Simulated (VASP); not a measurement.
Runs of VASP 6.6.1 on Be. The structure is that of space group P6_3/mmc (No. 194), or close to it. The cells are those of the table. 

```tsv
level	potentials or basis	cell	gap on the mesh (eV)	pressure (GPa)
PBE	VASP PAW PBE potentials, release 64 (Be)	a = 2.265, b = 2.265, c = 3.560 Å, angles 90.0, 90.0, 120.0°, 2 atoms	none	0.2
LDA	VASP PAW LDA potentials, release 64 (Be)	a = 2.229, b = 2.229, c = 3.510 Å, angles 90.0, 90.0, 120.0°, 2 atoms	none	(a)
r2SCAN	VASP PAW PBE potentials, release 64 (Be)	a = 2.264, b = 2.264, c = 3.562 Å, angles 90.0, 90.0, 120.0°, 2 atoms	none	0.3
PBEsol	VASP PAW PBE potentials, release 64 (Be)	a = 2.258, b = 2.258, c = 3.551 Å, angles 90.0, 90.0, 120.0°, 2 atoms	none	0.4
```

Alike in all rows: task single point; no spin polarisation; k mesh 27 × 27 × 15; cutoff (eV) 520; smearing methfessel-paxton 0.1 eV.

Estimate the missing entries.

(a) 0.5.

Caveats: the PAW data sets were made with another functional, which shifts forces and pressure a little (some runs).

A gap of «none» marks levels without a gap at the run's occupations.
